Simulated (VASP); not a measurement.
Li (a cell with a defect), 17 atoms in the cell. The cell holds a defect, 17 atoms: a = 6.980 Å, b = 6.980 Å, c = 6.980 Å, α = 90.00°, β = 90.00°, γ = 90.00°. 

```yaml
Program: VASP 6.6.1
Task: single point
Functional: PBE
Dispersion: D3(BJ)
Potentials_or_basis: VASP PAW PBE potentials, release 64 (Li_sv)
Cutoff: 520 eV
k_mesh: 3 × 3 × 3
Occupations: gaussian, width 0.05 eV
Spin: no spin polarisation
Dipole_correction: no
Further_INCAR_settings: LREAL = Auto; ALGO = Normal; EDIFF = 1e-06; NBANDS = 40
```

Potentials or basis: VASP PAW PBE potentials, release 64 (Li_sv).

The run is started by

```sh
$ cat potpaw_PBE.64/Li_sv/POTCAR > POTCAR
$ mpirun -np 1 vasp_std > vasp.out
```

Hardware: 1 thread of Intel(R) Xeon(R) 6975P-C (Granite Rapids) (shared host).

Problem. Estimate the wall time of this run.

Solution. Run time: 2.4 min on 1 thread of Intel(R) Xeon(R) 6975P-C (Granite Rapids), with other jobs on the host, peak memory 0.4 GiB. Counts: scf iterations 14, k points 14.
